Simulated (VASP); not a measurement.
Here is a VASP 6.6.1 calculation.

The input POSCAR:

```
Zr
1.0
    0.0000000000      3.3736558141      3.3736558141
    3.3736558141      0.0000000000      3.3736558141
    3.3736558141      3.3736558141      0.0000000000
Zr
2
Direct
    0.1250000000      0.1250000000      0.1250000000
    0.8750000000      0.8750000000      0.8750000000
```

The input INCAR.step1:

```
SYSTEM = Zr
PREC = Accurate
ENCUT = 520
ISMEAR = -1
SIGMA = 0.05
LREAL = .FALSE.
LASPH = .TRUE.
NELM = 150
ISPIN = 2
MAGMOM = 1.431 1.431
LMAXMIX = 4
NBANDS = 23
GGA = PE
ALGO = Normal
EDIFF = 1E-4
LWAVE = .TRUE.
LCHARG = .FALSE.
```

Contents of INCAR.step2:

```
SYSTEM = Zr
PREC = Accurate
ENCUT = 520
EDIFF = 1E-6
ISMEAR = -1
SIGMA = 0.05
LREAL = .FALSE.
LASPH = .TRUE.
NELM = 150
ALGO = Normal
ISIF = 2
LWAVE = .FALSE.
LCHARG = .FALSE.
ISPIN = 2
MAGMOM = 1.431 1.431
LORBIT = 11
LMAXMIX = 4
METAGGA = R2SCAN
LMIXTAU = .TRUE.
NBANDS = 23
ISTART = 1
```

Contents of KPOINTS:

```
regular mesh
0
G
  9 9 9
  0 0 0
```

Potentials or basis: VASP PAW PBE potentials, release 64 (Zr_sv).

The run is started by

```sh
$ cat potpaw_PBE.64/Zr_sv/POTCAR > POTCAR
$ cp INCAR.step1 INCAR
$ mpirun -np 1 vasp_std > vasp.out
$ cp INCAR.step2 INCAR
$ mpirun -np 1 vasp_std > vasp.out
```

Q: Predict the pressure.

A: -0.7 GPa.

Q: What does it give for the site moments?

A: Zr +1.55 μB.

Q: Estimate the net moment.

A: 4.70 μB per cell.

Caveat: the PAW data sets were made with another functional, which shifts forces and pressure a little.
